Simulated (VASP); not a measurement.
# KMgF3 (Pm-3m) in VASP: notebook

Runs on KMgF3. Level: PBE. Tasks: single point.

Everything below comes from runs of VASP 6.6.1. Logs are shortened: lines on timing, memory, paths and dates and some standing lists are left out, and cuts for length are marked.

### 1 The cell of the first run

It takes space group Pm-3m (No. 221, cubic). The conventional cell has a = 4.054 Å, b = 4.054 Å, c = 4.054 Å, α = 90.00°, β = 90.00°, γ = 90.00°. Within 3.8 Å of K (site symmetry m-3m) lie 12 F at 2.87 Å and 8 Mg at 3.51 Å. Within 2.7 Å of Mg (site symmetry m-3m) lie 6 F at 2.03 Å. Within 2.7 Å of F (site symmetry 4/mmm) lie 2 Mg at 2.03 Å.

### 2 Single point, PBE

The input, INCAR:

```
SYSTEM = KMgF3
PREC = Accurate ; ENCUT = 520
EDIFF = 1E-7 ; ISMEAR = 0
SIGMA = 0.01 ; LREAL = .FALSE.
LASPH = .TRUE. ; NELM = 100
ALGO = Normal ; ISIF = 2
LWAVE = .FALSE. ; LCHARG = .FALSE.
GGA = PE ; NBANDS = 24
```

The input, KPOINTS:

```
regular mesh
0
G
  6 6 6
  0 0 0
```

The input, POSCAR:

```
KMgF3
1.0
    4.0538640592      0.0000000000      0.0000000000
    0.0000000000      4.0538640592      0.0000000000
    0.0000000000      0.0000000000      4.0538640592
K Mg F
1 1 3
Direct
    0.0000000000      0.0000000000      0.0000000000
    0.5000000000      0.5000000000      0.5000000000
    0.5000000000      0.5000000000      0.0000000000
    0.5000000000      0.0000000000      0.5000000000
    0.0000000000      0.5000000000      0.5000000000
```

Potentials or basis: VASP PAW PBE potentials, release 64 (K_sv, Mg, F).

Run with:

```
> cat potpaw_PBE.64/K_sv/POTCAR potpaw_PBE.64/Mg/POTCAR potpaw_PBE.64/F/POTCAR > POTCAR
> mpirun -np 1 vasp_std > vasp.out
```

OUTCAR:

```text
SYSTEM = KMgF3
   PREC = Accurate
   ENCUT = 520
   EDIFF = 1E-7
   ISMEAR = 0
   LREAL = .FALSE.
   LASPH = .TRUE.
   NELM = 100
   ISIF = 2
   GGA = PE

 ion  position               nearest neighbor table
   1  0.000  0.000  0.000-   2 3.51   2 3.51   2 3.51   2 3.51   2 3.51   2 3.51   2 3.51   2 3.51

   2  0.500  0.500  0.500-   3 2.03   4 2.03   5 2.03   3 2.03   4 2.03   5 2.03   1 3.51   1 3.51
                             1 3.51   1 3.51   1 3.51   1 3.51   1 3.51   1 3.51
   3  0.500  0.500  0.000-   2 2.03   2 2.03
   4  0.500  0.000  0.500-   2 2.03   2 2.03
   5  0.000  0.500  0.500-   2 2.03   2 2.03

  LATTYP: Found a simple cubic cell.
 ALAT       =     4.0538640592

  Lattice vectors:

 A1 = (   4.0538640592,   0.0000000000,   0.0000000000)
 A2 = (   0.0000000000,   4.0538640592,   0.0000000000)
 A3 = (   0.0000000000,   0.0000000000,   4.0538640592)

Analysis of symmetry for initial positions (statically):
=====================================================================
 Subroutine PRICEL returns:
 Original cell was already a primitive cell.

 Routine SETGRP: Setting up the symmetry group for a
 simple cubic supercell.

 Subroutine GETGRP returns: Found 48 space group operations
 (whereof 48 operations were pure point group operations)
 out of a pool of 48 trial point group operations.

The static configuration has the point symmetry O_h .

Analysis of symmetry for dynamics (positions and initial velocities):
=====================================================================
 Subroutine PRICEL returns:
 Original cell was already a primitive cell.

 Routine SETGRP: Setting up the symmetry group for a
 simple cubic supercell.

 Subroutine GETGRP returns: Found 48 space group operations
 (whereof 48 operations were pure point group operations)
 out of a pool of 48 trial point group operations.

The dynamic configuration has the point symmetry O_h .

 Subroutine INISYM returns: Found 48 space group operations
 (whereof 48 operations are pure point group operations),
 and found     1 'primitive' translations

----------------------------------------------------------------------------------------

                                     Primitive cell

  volume of cell :      66.6204

  direct lattice vectors                    reciprocal lattice vectors
     4.053864059  0.000000000  0.000000000     0.246678227  0.000000000  0.000000000
     0.000000000  4.053864059  0.000000000     0.000000000  0.246678227  0.000000000
     0.000000000  0.000000000  4.053864059     0.000000000  0.000000000  0.246678227

  length of vectors
     4.053864059  4.053864059  4.053864059     0.246678227  0.246678227  0.246678227

  position of ions in fractional coordinates (direct lattice)
     0.000000000  0.000000000  0.000000000
     0.500000000  0.500000000  0.500000000
     0.500000000  0.500000000  0.000000000
     0.500000000  0.000000000  0.500000000
     0.000000000  0.500000000  0.500000000

  ion indices of the primitive-cell ions
   primitive index   ion index
                 1           1
                 2           2
                 3           3
                 4           4
                 5           5

----------------------------------------------------------------------------------------

 KPOINTS: regular mesh

Automatic generation of k-mesh.
 Grid dimensions read from file:
 generate k-points for:    6    6    6

 Generating k-lattice:

  Cartesian coordinates                     Fractional coordinates (reciprocal lattice)
     0.041113038  0.000000000  0.000000000     0.166666667  0.000000000  0.000000000
     0.000000000  0.041113038  0.000000000     0.000000000  0.166666667  0.000000000
     0.000000000  0.000000000  0.041113038     0.000000000  0.000000000  0.166666667

  Length of vectors
     0.041113038  0.041113038  0.041113038

  Shift w.r.t. Gamma in fractional coordinates (k-lattice)
     0.000000000  0.000000000  0.000000000

 Subroutine IBZKPT returns following result:
 ===========================================

 Found     20 irreducible k-points:

 Following reciprocal coordinates:
            Coordinates               Weight
  0.000000  0.000000  0.000000      1.000000
  0.166667  0.000000  0.000000      6.000000
  0.333333  0.000000  0.000000      6.000000
  0.500000  0.000000  0.000000      3.000000
  0.166667  0.166667  0.000000     12.000000
  0.333333  0.166667  0.000000     24.000000
[... 12 lines left out ...]
  0.500000  0.500000  0.333333      6.000000
  0.500000  0.500000  0.500000      1.000000
   k-points           NKPTS =     20   k-points in BZ     NKDIM =     20   number of bands    NBANDS=     24
   number of dos      NEDOS =    301   number of ions     NIONS =      5
   total plane-waves  NPLWV =  27000
   dimension x,y,z NGX =    30 NGY =   30 NGZ =   30
   dimension x,y,z NGXF=    60 NGYF=   60 NGZF=   60
   ions per type =               1   1   3
   NGX,Y,Z   is equivalent  to a cutoff of  12.30, 12.30, 12.30 a.u.
   NGXF,Y,Z  is equivalent  to a cutoff of  24.61, 24.61, 24.61 a.u.
 SYSTEM =  KMgF3
   PREC   = accura    normal or accurate (medium, high low for compatibility)
   ISTART =      0    job   : 0-new  1-cont  2-samecut
   ICHARG =      2    charge: 1-file 2-atom 10-const
   ISPIN  =      1    spin polarized calculation?
   LNONCOLLINEAR =      F non collinear calculations
   LSORBIT =      F    spin-orbit coupling
   LASPH  =      T    aspherical Exc in radial PAW
   ENCUT  =  520.0 eV  38.22 Ry    6.18 a.u.   7.54  7.54  7.54*2*pi/ulx,y,z
   NELM   =    100;   NELMIN=  2; NELMDL= -5     # of ELM steps
   EDIFF  = 0.1E-06   stopping-criterion for ELM
   LREAL  =      F    real-space projection
   EDIFFG = 0.1E-05   stopping-criterion for IOM
   NSW    =      0    number of steps for IOM
   IBRION =     -1    ionic relax: 0-MD 1-quasi-New 2-CG
   NFREE  =      0    steps in history (QN), initial steepest desc. (CG)
   ISIF   =      2    stress and relaxation
   ISYM   =      2    0-nonsym 1-usesym 2-fastsym
   POTIM  = 0.5000    time-step for ionic-motion
   TEBEG  =    0.0;   TEEND  =   0.0 temperature during run
   PSTRESS=    0.0 pullay stress
   NELECT =      32.0000    total number of electrons
   NUPDOWN=      -1.0000    fix difference up-down
   EMIN   =  10.00;   EMAX   =-10.00  energy-range for DOS
   EFERMI =   0.00;   METHOD = LEGACY
   ISMEAR =     0;   SIGMA  =   0.01  broadening in eV -4-tet -1-fermi 0-gaus
   EFERMI_NEDOS =   21; number of points for ismear=-14 and -15
   IALGO  =     38    algorithm
   IMIX   =      4    mixing-type and parameters
     AMIX     =   0.40;   BMIX     =  1.00
     AMIX_MAG =   1.60;   BMIX_MAG =  1.00
  volume/ion in A,a.u.               =      13.32        89.92
  Fermi-wavevector in a.u.,A,eV,Ry     =   1.282101  2.422820 22.365032  1.643784
  Thomas-Fermi vector in A             =   2.414432
   LORBIT       =      0    0 simple, 1 ext, 2 COOP (PROOUT), +10 PAW based schemes
   GGA     = PE    functional components
   LHFCALC =     F    Hartree Fock is set to
   AEXX    =    0.0000 exact exchange contribution
   IVDW    =     0    specifies the selected vdW correction
   LEPSILON=     F    determine dielectric tensor
   LRPA    =     F    only Hartree local field effects (RPA)
 non-spin polarized calculation
 Gauss-broadening in eV      SIGMA  =   0.01
  energy-cutoff  :      520.00
  volume of cell :       66.62
 maximum number of plane-waves:      1856
   NGX = 15   NGY = 15   NGZ = 15

 number of electron      31.9999960 magnetization

 Free energy of the ion-electron system (eV)
  ---------------------------------------------------
  ext. energy  EPLUGINS =         0.00000000
  ---------------------------------------------------
  free energy    TOTEN  =       -24.44983701 eV

  energy without entropy =      -24.44983701  energy(sigma->0) =      -24.44983701

 E-fermi :  -1.7508     XC(G=0):  -9.4347

 val. band max:       -1.8490679462   @ k =   0.5000   0.5000   0.5000
 cond. band min:       5.0818305691   @ k =   0.0000   0.0000   0.0000
 fundamental gap:      6.9308985153
 Fermi energy:        -1.7507585764

 k-point     1 :       0.0000    0.0000    0.0000
  band No.  band energies     occupation
      1     -27.6091      2.00000
      2     -21.8379      2.00000
      3     -21.2484      2.00000
      4     -21.2484      2.00000
      5     -11.0943      2.00000
      6     -11.0943      2.00000
[... 16 lines left out ...]
     23      11.5791      0.00000
     24      14.4655      0.00000

 k-point     2 :       0.1667    0.0000    0.0000
  band No.  band energies     occupation
      1     -27.6039      2.00000
      2     -21.8090      2.00000
      3     -21.2819      2.00000
      4     -21.2471      2.00000
      5     -11.0939      2.00000
      6     -11.0834      2.00000
[... 16 lines left out ...]
     23      11.5757      0.00000
     24      14.3411      0.00000

 k-point     3 :       0.3333    0.0000    0.0000
  band No.  band energies     occupation
      1     -27.5934      2.00000
      2     -21.7383      2.00000
      3     -21.3610      2.00000
      4     -21.2431      2.00000
      5     -11.0931      2.00000
      6     -11.0614      2.00000
[... 16 lines left out ...]
     23      11.6288      0.00000
     24      14.0070      0.00000

 k-point     4 :       0.5000    0.0000    0.0000
  band No.  band energies     occupation
      1     -27.5881      2.00000
      2     -21.6896      2.00000
      3     -21.4147      2.00000
      4     -21.2413      2.00000
      5     -11.0928      2.00000
      6     -11.0503      2.00000
[... 16 lines left out ...]
     23      12.2403      0.00000
     24      13.1696      0.00000

 k-point     5 :       0.1667    0.1667    0.0000
  band No.  band energies     occupation
      1     -27.5990      2.00000
      2     -21.7798      2.00000
      3     -21.2949      2.00000
      4     -21.2633      2.00000
      5     -11.1100      2.00000
      6     -11.0729      2.00000
[... 16 lines left out ...]
     23      11.6213      0.00000
     24      13.7786      0.00000

 k-point     6 :       0.3333    0.1667    0.0000
  band No.  band energies     occupation
      1     -27.5892      2.00000
      2     -21.7068      2.00000
      3     -21.3647      2.00000
      4     -21.2667      2.00000
      5     -11.1156      2.00000
      6     -11.0707      2.00000
[... 16 lines left out ...]
     23      11.7411      0.00000
     24      13.3728      0.00000
[... 271 lines left out ...]
 k-point    17 :       0.3333    0.3333    0.3333
  band No.  band energies     occupation
      1     -27.5710      2.00000
      2     -21.5386      2.00000
      3     -21.3745      2.00000
      4     -21.3745      2.00000
      5     -11.1852      2.00000
      6     -11.1852      2.00000
[... 16 lines left out ...]
     23      12.5534      0.00000
     24      13.3405      0.00000

 k-point    18 :       0.5000    0.3333    0.3333
  band No.  band energies     occupation
      1     -27.5677      2.00000
      2     -21.4840      2.00000
      3     -21.4192      2.00000
      4     -21.3711      2.00000
      5     -11.2066      2.00000
      6     -11.1989      2.00000
[... 16 lines left out ...]
     23      12.0954      0.00000
     24      12.8575      0.00000

 k-point    19 :       0.5000    0.5000    0.3333
  band No.  band energies     occupation
      1     -27.5647      2.00000
      2     -21.4238      2.00000
      3     -21.4170      2.00000
      4     -21.4170      2.00000
      5     -11.2269      2.00000
      6     -11.2269      2.00000
[... 16 lines left out ...]
     23      12.4464      0.00000
     24      12.4464      0.00000

 k-point    20 :       0.5000    0.5000    0.5000
  band No.  band energies     occupation
      1     -27.5620      2.00000
      2     -21.4135      2.00000
      3     -21.4135      2.00000
      4     -21.4135      2.00000
      5     -11.2482      2.00000
      6     -11.2482      2.00000
[... 16 lines left out ...]
     23      12.6376      0.00000
     24      12.8139      0.00000

------------------------ aborting loop because EDIFF is reached ----------------------------------------

  FORCE on cell =-STRESS in cart. coord.  units (eV):
  Direction    XX          YY          ZZ          XY          YZ          ZX
  --------------------------------------------------------------------------------------
  -------------------------------------------------------------------------------------
  Total       -0.1675832     -0.1675832     -0.1675832     -0.0000000      0.0000000     -0.0000000
  in kB       -4.0302633     -4.0302633     -4.0302633     -0.0000000      0.0000000     -0.0000000
  external PRESSURE =      -4.0302633 kB  Pullay stress =       0.0000000 kB

 VOLUME and BASIS-vectors are now :
 -----------------------------------------------------------------------------
  energy-cutoff  :      520.00
  volume of cell :       66.62
      direct lattice vectors                 reciprocal lattice vectors
     4.053864059  0.000000000  0.000000000     0.246678227  0.000000000  0.000000000
     0.000000000  4.053864059  0.000000000     0.000000000  0.246678227  0.000000000
     0.000000000  0.000000000  4.053864059     0.000000000  0.000000000  0.246678227

 POSITION                                       TOTAL-FORCE (eV/Angst)
 -----------------------------------------------------------------------------------
      0.00000      0.00000      0.00000         0.000000      0.000000      0.000000
      2.02693      2.02693      2.02693         0.000000      0.000000      0.000000
      2.02693      2.02693      0.00000         0.000000      0.000000      0.000000
      2.02693      0.00000      2.02693         0.000000      0.000000      0.000000
      0.00000      2.02693      2.02693         0.000000      0.000000      0.000000
 -----------------------------------------------------------------------------------
    total drift:                                0.000000      0.000000     -0.000000

  FREE ENERGIE OF THE ION-ELECTRON SYSTEM (eV)
  ---------------------------------------------------
  free  energy   TOTEN  =       -24.4498370103 eV

  energy  without entropy=      -24.4498370103  energy(sigma->0) =      -24.44983701
```

Wall time 14 s (1 thread of Intel Xeon 6975P-C (Granite Rapids), shared host); peak memory 0.18 GiB.

Results:

```
Free energy            : -24.4498 eV
Pressure               : -0.4 GPa
Band gap on the k mesh : 6.93 eV, indirect (least direct gap 7.25 eV)
```

Levels at points of the mesh, in eV from the valence-band top:
| k point | band 13 | band 14 | band 15 | band 16 | band 17 | band 18 | band 19 | band 20 |
| --- | --- | --- | --- | --- | --- | --- | --- | --- |
| (0.00, 0.00, 0.00) | -0.58 | -0.32 | -0.32 | -0.32 | 6.93 | 10.01 | 10.01 | 12.10 |
| (0.50, 0.00, 0.00) | -0.80 | -0.80 | -0.50 | -0.50 | 9.80 | 9.94 | 10.99 | 12.57 |
| (0.50, 0.50, 0.00) | -0.95 | -0.85 | -0.85 | -0.02 | 10.61 | 11.44 | 12.16 | 12.16 |
| (0.50, 0.50, 0.50) | -1.08 | 0.00 | 0.00 | 0.00 | 10.24 | 10.24 | 10.24 | 13.57 |

A k mesh can miss the band edges.

### 3 Single point, PBE (volume changed by +3%)

The input, INCAR:

```
SYSTEM = KMgF3
PREC = Accurate
ENCUT = 520
EDIFF = 1E-6
ISMEAR = 0
SIGMA = 0.01
LREAL = .FALSE.
LASPH = .TRUE.
NELM = 100
ALGO = Normal
ISIF = 2
LWAVE = .FALSE.
LCHARG = .FALSE.
GGA = PE
NBANDS = 24
```

KPOINTS is that of step 2.

Edit POSCAR of step 2 so:

```diff
@@ -2,5 +2,5 @@
 1.0
-    4.0538640592      0.0000000000      0.0000000000
-    0.0000000000      4.0538640592      0.0000000000
-    0.0000000000      0.0000000000      4.0538640592
+    4.0940039376      0.0000000000      0.0000000000
+    0.0000000000      4.0940039376      0.0000000000
+    0.0000000000      0.0000000000      4.0940039376
 K Mg F
```

Potentials or basis: VASP PAW PBE potentials, release 64 (K_sv, Mg, F).

Run with:

```
> cat potpaw_PBE.64/K_sv/POTCAR potpaw_PBE.64/Mg/POTCAR potpaw_PBE.64/F/POTCAR > POTCAR
> mpirun -np 1 vasp_std > vasp.out
```

Wall time 14 s (1 thread of Intel Xeon 6975P-C (Granite Rapids), shared host); peak memory 0.18 GiB.

Results (log left out):

```yaml
Free_energy: -24.4370 eV
Pressure: -2.2 GPa
Band_gap_on_the_k_mesh: 6.72 eV, indirect (least direct gap 7.04 eV)
```

Levels at points of the mesh, in eV from the valence-band top:
```csv
k point,band 14,band 15,band 16,band 17,band 18,band 19
"(0.00, 0.00, 0.00)",-0.32,-0.32,-0.32,6.72,9.96,9.96
"(0.50, 0.00, 0.00)",-0.76,-0.48,-0.48,9.61,9.65,10.91
"(0.50, 0.50, 0.00)",-0.82,-0.82,-0.02,10.42,11.29,11.89
"(0.50, 0.50, 0.50)",0.00,0.00,0.00,10.12,10.12,10.12
```

 A k mesh can miss the band edges.

(Continued in part 2 of 2.)
